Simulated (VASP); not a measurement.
Mg, 1 atom in the cell. The structure is cubic, space group Fm-3m (No. 225). Conventional cell: a = 4.397 Å, b = 4.397 Å, c = 4.397 Å, α = 90.00°, β = 90.00°, γ = 90.00°. Mg (site symmetry m-3m) has 12 Mg at 3.11 Å within 4.1 Å.  This cell differs from its parent crystal: volume scaled by 0.94.

- Program: VASP 6.6.1
- Task: single point
- Functional: PBE
- Potentials or basis: VASP PAW PBE potentials, release 64 (Mg)
- Cutoff: 520 eV
- k mesh: 16 × 16 × 16
- Occupations: fermi-dirac, width 0.03 eV
- Spin: no spin polarisation
- Dipole correction: no
- Further INCAR settings: ALGO = Normal; EDIFF = 1e-07; NBANDS = 7

Potentials or basis: VASP PAW PBE potentials, release 64 (Mg).

The run is started by

```bash
$ cat potpaw_PBE.64/Mg/POTCAR > POTCAR
$ mpirun -np 1 vasp_std > vasp.out
```

Hardware: 1 thread of Intel(R) Xeon(R) 6975P-C (Granite Rapids) (shared host).

Question: How long does it take, and how much memory?

Answer: It took 5.5 s on 1 thread of Intel(R) Xeon(R) 6975P-C (Granite Rapids), on a shared host, peak memory 0.14 GiB. Counts: scf iterations 11, k points 145.
